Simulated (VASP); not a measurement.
# RbMgNbO3 in VASP: further runs, part 2 of 2

VASP 6.6.1. The steps go on from the part before.

### Step 3. Single point, PBE

Contents of INCAR:

```
  ALGO = Normal
  EDIFF = 1E-6
  ENCUT = 520
  GGA = PE
  ISIF = 2
  ISMEAR = -1
  LASPH = True
  LCHARG = False
  LREAL = False
  LWAVE = False
  NBANDS = 30
  NELM = 60
  PREC = Accurate
  SIGMA = 0.05
```

Contents of KPOINTS:

```
k-points
0
Gamma
  6 6 6
```

Contents of POSCAR:

```
RbMgNbO3
1.0
    4.1075982116     -3.2211924148      0.0000000000
    4.1075982116      3.2211924148      0.0000000000
   -1.5785830165      0.0000000000      4.9759404912
Nb Rb Mg O
1 1 1 3
Direct
    0.0926169700      0.0926169700      0.9048465200
    0.4954889400      0.4954889400      0.4999296000
    0.8301258600      0.8301258600      0.1669181900
    0.4389676600      0.9377299000      0.0602667600
    0.9377299000      0.4389676600      0.0602667600
    0.9384036800      0.9384036800      0.5577721600
```

Potentials or basis: VASP PAW PBE potentials, release 64 (Nb_sv, Rb_sv, Mg, O).

Launch:

```console
$ cat potpaw_PBE.64/Nb_sv/POTCAR potpaw_PBE.64/Rb_sv/POTCAR potpaw_PBE.64/Mg/POTCAR potpaw_PBE.64/O/POTCAR > POTCAR
$ mpirun -np 1 vasp_std > vasp.out
```

OUTCAR:

```text
EDIFF = 1E-6
   ENCUT = 520
   GGA = PE
   ISIF = 2
   ISMEAR = -1
   LASPH = True
   LREAL = False
   NELM = 60
   PREC = Accurate

 ion  position               nearest neighbor table
   1  0.093  0.093  0.905-   4 1.87   5 1.87   6 1.87   3 2.88   2 3.79   2 3.80   2 3.80
   2  0.495  0.495  0.500-   4 3.28   5 3.28   6 3.28   6 3.28   4 3.29   5 3.29   4 3.54   5 3.54
                             6 3.56   3 3.67   3 3.72   3 3.72   3 3.73   1 3.79   1 3.80   1 3.80
   3  0.830  0.830  0.167-   4 1.96   5 1.96   6 1.96   1 2.88   2 3.67   2 3.72   2 3.72   2 3.73

   4  0.439  0.938  0.060-   1 1.87   3 1.96   2 3.28   2 3.29   2 3.54
   5  0.938  0.439  0.060-   1 1.87   3 1.96   2 3.28   2 3.29   2 3.54
   6  0.938  0.938  0.558-   1 1.87   3 1.96   2 3.28   2 3.28   2 3.56

  LATTYP: Found a base centered monoclinic cell.
 ALAT       =     8.2151964232
 B/A-ratio  =     0.7842033833
 C/A-ratio  =     0.6354487156
 COS(beta)  =    -0.3023910744

  Lattice vectors:

 A1 = (   4.1075982116,  -3.2211924148,   0.0000000000)
 A2 = (   4.1075982116,   3.2211924148,   0.0000000000)
 A3 = (  -1.5785830165,   0.0000000000,   4.9759404912)

Analysis of symmetry for initial positions (statically):
=====================================================================
 Subroutine PRICEL returns:
 Original cell was already a primitive cell.

 Routine SETGRP: Setting up the symmetry group for a
 base centered monoclinic supercell.

 Subroutine GETGRP returns: Found  2 space group operations
 (whereof  2 operations were pure point group operations)
 out of a pool of  4 trial point group operations.

The static configuration has the point symmetry C_1h.

Analysis of symmetry for dynamics (positions and initial velocities):
=====================================================================
 Subroutine PRICEL returns:
 Original cell was already a primitive cell.

 Routine SETGRP: Setting up the symmetry group for a
 base centered monoclinic supercell.

[... 128 lines left out ...]
   EFERMI_NEDOS =   21; number of points for ismear=-14 and -15
   IALGO  =     38    algorithm
   IMIX   =      4    mixing-type and parameters
     AMIX     =   0.40;   BMIX     =  1.00
     AMIX_MAG =   1.60;   BMIX_MAG =  1.00
  volume/ion in A,a.u.               =      21.95       148.10
  Fermi-wavevector in a.u.,A,eV,Ry     =   1.118548  2.113749 17.022927  1.251150
  Thomas-Fermi vector in A             =   2.255180
   LORBIT       =      0    0 simple, 1 ext, 2 COOP (PROOUT), +10 PAW based schemes
   GGA     = PE    functional components
   LHFCALC =     F    Hartree Fock is set to
   AEXX    =    0.0000 exact exchange contribution
   IVDW    =     0    specifies the selected vdW correction
   LEPSILON=     F    determine dielectric tensor
   LRPA    =     F    only Hartree local field effects (RPA)
 non-spin polarized calculation
  energy-cutoff  :      520.00
  volume of cell :      131.68
 maximum number of plane-waves:      3571
   NGX = 19   NGY = 19   NGZ = 19

 number of electron      41.9999991 magnetization

 Free energy of the ion-electron system (eV)
  ---------------------------------------------------
  ext. energy  EPLUGINS =         0.00000000
  ---------------------------------------------------
  free energy    TOTEN  =       -39.96431616 eV

  energy without entropy =      -39.96431616  energy(sigma->0) =      -39.96431616

 E-fermi :   2.8742     XC(G=0):  -8.1609

 val. band max:        1.9449225612   @ k =   0.5000   0.5000   0.5000
 cond. band min:       3.8683458685   @ k =   0.5000  -0.0000  -0.0000
 fundamental gap:      1.9234233073
 Fermi energy:         2.8742131629

 k-point     1 :       0.0000    0.0000    0.0000
  band No.  band energies     occupation
      1     -53.4120      2.00000
      2     -29.8600      2.00000
      3     -29.8588      2.00000
      4     -29.2612      2.00000
      5     -25.2890      2.00000
      6     -16.3690      2.00000
[... 781 lines left out ...]
     29       7.5186      0.00000
     30       8.3512      0.00000

 [... further k-points ...]
[... 5 lines left out ...]
  --------------------------------------------------------------------------------------
  -------------------------------------------------------------------------------------
  Total        0.8197293     -1.7527099     -1.1169864      0.0000000      0.0000000     -1.3066820
  in kB        9.9740437    -21.3260698    -13.5909141      0.0000000      0.0000000    -15.8990320
  external PRESSURE =      -8.3143134 kB  Pullay stress =       0.0000000 kB

 VOLUME and BASIS-vectors are now :
 -----------------------------------------------------------------------------
  energy-cutoff  :      520.00
  volume of cell :      131.68
      direct lattice vectors                 reciprocal lattice vectors
     4.107598212 -3.221192415  0.000000000     0.121725635 -0.155222022  0.038616623
     4.107598212  3.221192415  0.000000000     0.121725635  0.155222022  0.038616623
    -1.578583017  0.000000000  4.975940491     0.000000000  0.000000000  0.200967034

 POSITION                                       TOTAL-FORCE (eV/Angst)
 -----------------------------------------------------------------------------------
     -0.66751      0.00000      4.50246         0.108390      0.000000     -0.067678
      3.28136      0.00000      2.48762         0.037061      0.000000     -0.012906
      6.55615      0.00000      0.83057        -0.067424      0.000000      0.035483
      5.55978      1.60661      0.29988        -0.163106      0.522390     -0.258648
      5.55978     -1.60661      0.29988        -0.163106     -0.522390     -0.258648
      6.82868      0.00000      2.77544         0.248186      0.000000      0.562398
 -----------------------------------------------------------------------------------
    total drift:                                0.001007     -0.000000     -0.000830

  FREE ENERGIE OF THE ION-ELECTRON SYSTEM (eV)
  ---------------------------------------------------
  free  energy   TOTEN  =       -39.9643161649 eV

  energy  without entropy=      -39.9643161627  energy(sigma->0) =      -39.96431616
```

Wall time 2.1 min (1 thread of Intel Xeon 6975P-C (Granite Rapids), shared host); peak memory 0.43 GiB.

What came out:

```yaml
Free_energy: -39.9643 eV
Pressure: -0.8 GPa
Largest_force: 0.615 eV/Å
Band_gap_on_the_k_mesh: 1.92 eV (least direct gap 1.96 eV)
```

Forces in eV/Å, atoms in the order of the input:
```
Nb   0.108  0.000 -0.068
Rb   0.037  0.000 -0.013
Mg  -0.067  0.000  0.035
O   -0.163  0.522 -0.259
O   -0.163 -0.522 -0.259
O    0.248  0.000  0.562
```

Stress tensor (GPa, compression positive):
```
 1.00  0.00 -1.59
 0.00 -2.13  0.00
-1.59  0.00 -1.36
```

Levels at points of the mesh, in eV from the valence-band top:
```tsv
k point	band 19	band 20	band 21	band 22	band 23	band 24
(0.00, 0.00, 0.00)	-3.21	-2.74	-0.74	2.23	2.23	2.87
(0.50, 0.00, 0.00)	-3.17	-2.95	-0.27	1.92	2.42	2.78
(0.50, 0.50, 0.00)	-3.09	-2.95	-0.10	2.00	2.07	3.37
(0.00, 0.00, 0.50)	-3.18	-2.94	-0.28	1.92	2.42	2.79
(0.50, 0.00, 0.50)	-3.10	-2.95	-0.11	2.00	2.07	3.38
(0.50, 0.50, 0.50)	-3.35	-2.67	0.00	1.96	1.96	3.36
```

### Step 4. Single point, PBE (atoms moved at random)

Contents of INCAR:

```
PREC = Accurate ; ENCUT = 520
EDIFF = 1E-7 ; ISMEAR = -1
SIGMA = 0.05 ; LREAL = False
LASPH = True ; NELM = 60
ALGO = Normal ; ISIF = 2
LWAVE = False ; LCHARG = True
GGA = PE ; LELF = True
LVHAR = True ; NBANDS = 30
```

Contents of KPOINTS:

```
regular mesh
0
Gamma
  6 6 6
```

Contents of POSCAR:

```
RbMgNbO3
1.0
    4.1075982116     -3.2211924148      0.0000000000
    4.1075982116      3.2211924148      0.0000000000
   -1.5785830165      0.0000000000      4.9759404912
Nb Rb Mg O
1 1 1 3
Direct
    0.0905970000      0.0943600000      0.9111140000
    0.4953620000      0.4977080000      0.5016790000
    0.8321700000      0.8258180000      0.1537120000
    0.4342450000      0.9332280000      0.0700930000
    0.9452930000      0.4369300000      0.0617440000
    0.9394540000      0.9376170000      0.5653720000
```

Launch:

```console
$ cat potpaw_PBE.64/Nb_sv/POTCAR potpaw_PBE.64/Rb_sv/POTCAR potpaw_PBE.64/Mg/POTCAR potpaw_PBE.64/O/POTCAR > POTCAR
$ mpirun -np 1 vasp_std > vasp.out
```

Run time: 3.2 min. Hardware: 1 thread of Intel Xeon 6975P-C (Granite Rapids), shared host; peak memory 0.57 GiB.

The run converged. Its results:

- Free energy: -39.9125 eV
- Pressure: -0.2 GPa
- Largest force: 1.272 eV/Å
- Band gap on the k mesh: 2.02 eV (least direct gap 2.03 eV)

Forces in eV/Å, atoms in the order of the input:
```
Nb  -0.069 -1.142 -0.555
Rb   0.036  0.005 -0.053
Mg  -0.260  0.339  0.809
O   -0.019  0.364 -0.272
O    0.110  0.395  0.120
O    0.202  0.040 -0.049
```

Stress tensor (GPa, compression positive):
```
 1.70  0.80 -1.53
 0.80 -0.62  0.84
-1.53  0.84 -1.71
```

Levels at points of the mesh, in eV from the valence-band top:
```csv
k point,band 17,band 18,band 19,band 20,band 21,band 22,band 23,band 24,band 25,band 26
"(0.00, 0.00, 0.00)",-3.40,-3.31,-3.12,-2.66,-0.73,2.29,2.44,2.93,3.94,4.42
"(0.50, 0.00, 0.00)",-3.47,-3.12,-3.08,-2.81,-0.24,2.02,2.62,2.78,4.20,4.46
"(0.00, 0.50, 0.00)",-3.39,-3.13,-3.03,-2.93,-0.32,2.04,2.51,2.87,4.16,4.44
"(0.50, 0.50, 0.00)",-3.52,-3.29,-3.02,-2.79,-0.10,2.09,2.20,3.42,4.06,4.39
"(0.00, 0.00, 0.50)",-3.45,-3.12,-3.08,-2.78,-0.28,2.04,2.55,2.90,4.19,4.43
"(0.50, 0.00, 0.50)",-3.52,-3.30,-3.00,-2.89,-0.07,2.07,2.25,3.43,4.09,4.42
"(0.00, 0.50, 0.50)",-3.55,-3.27,-3.02,-2.81,-0.16,2.12,2.15,3.47,4.08,4.44
"(0.50, 0.50, 0.50)",-3.66,-3.31,-3.22,-2.60,0.00,2.03,2.10,3.39,3.81,3.82
```

Caveat: the cell differs from its parent crystal (atoms moved at random); forces of over 1 eV/Å act on the atoms, so gaps and moduli don't describe the material at rest.

### Step 5. The runs side by side

```csv
level,cell,k mesh,smearing,gap on the mesh (eV),pressure (GPa),largest force (eV/Å)
PBEsol,"as given, atomic positions A",8 × 8 × 8,methfessel-paxton 0.05 eV,1.85,-2.8,0.88
PBE,"as given, atomic positions A",6 × 6 × 6,fermi-dirac 0.05 eV,1.92,-0.8,0.61
PBE,"as given, atomic positions B",6 × 6 × 6,fermi-dirac 0.05 eV,2.02,-0.2,1.27
```

Alike in all rows: task single point; potentials or basis VASP PAW PBE potentials, release 64 (Nb_sv, Rb_sv, Mg, O); no spin polarisation; cutoff (eV) 520.

Caveats: the PAW data sets were made with another functional, which shifts forces and pressure a little (at least some runs); forces of over 1 eV/Å act on the atoms, so gaps and moduli don't describe the material at rest (at least some runs).

Absolute energies hang on the potentials; compare differences alone.
